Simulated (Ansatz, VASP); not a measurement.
Ru in VASP and in Ansatz

INCAR

```
ALGO = Fast
EDIFF = 1E-7
EDIFFG = -0.01
ENCUT = 600
GGA = PS
IBRION = 2
ISIF = 3
ISMEAR = -1
LASPH = True
LCHARG = False
LREAL = False
LWAVE = False
NELM = 100
NSW = 60
PREC = Accurate
SIGMA = 0.05
```

KPOINTS

```
k-points
0
Gamma
  11 11 6
```

File POSCAR:

```
Ru
1.0
    2.7058000000      0.0000000000      0.0000000000
   -1.3529000000      2.3432915376      0.0000000000
    0.0000000000      0.0000000000      4.2819000000
Ru
2
Direct
    0.6666666667      0.3333333333      0.7500000000
    0.3333333333      0.6666666667      0.2500000000
```

The input input.yaml:

```yaml
crystal:
  lattice:
    - [2.7058, 0.0, 0.0]
    - [-1.3529, 2.3432915376, 0.0]
    - [0.0, 0.0, 4.2819]
  atoms:
    - { symbol: Ru, position: [0.6666666667, 0.3333333333, 0.75] }
    - { symbol: Ru, position: [0.3333333333, 0.6666666667, 0.25] }
hamiltonian:
  xc: pbesol
  pseudopotentials: { kind: paw }
kpoints:
  mp_grid: { grid: [11, 11, 6] }
scf:
  occupations: { method: fermi_dirac, width: 0.05 }
output:
  forces: true
  stress: true
  write_density: true
  write_potential: true
  elf: true
  volumetric_format: npy
relax:
  f_tol: 0.01
  max_steps: 40
  cell: { stress_tol: 0.05 }
```

Alike in both runs: task relaxation of cell and atoms; functional PBEsol; k mesh 11 × 11 × 6; occupations fermi-dirac, width 0.05 eV; no spin polarisation.

|  | VASP | Ansatz |
| --- | --- | --- |
| version | VASP 6.6.1 | Ansatz 0.2.0 |
| potentials or method | VASP PAW PBE potentials, release 64 (Ru_pv) | Ansatz PAW |
| plane-wave cutoff (eV) | 600 | 420 |
| valence electrons in the cell | 28 | 32 |

|  | VASP | Ansatz | Ansatz less VASP |
| --- | --- | --- | --- |
| gap on the k mesh at the Fermi level, each at its own relaxed structure (eV) | none | none | - |
| relaxed volume (Å³/atom) | 13.32 | 13.32 | +0.001 |
| relaxed cell length with the largest relative difference (Å) | 4.254 | 4.254 | +0.0005 |

VASP's potentials were made for PBE, not for PBEsol. A gap of «none» marks a metal or a gap that the smearing closes. VASP's potentials hold 28 valence electrons a cell and Ansatz's 32, so a difference there can come from the potentials and not from the codes.

Noted on Ansatz's run: the plane-wave basis is chosen anew once the cell has moved, so the energies of steps on either side of that aren't comparable.
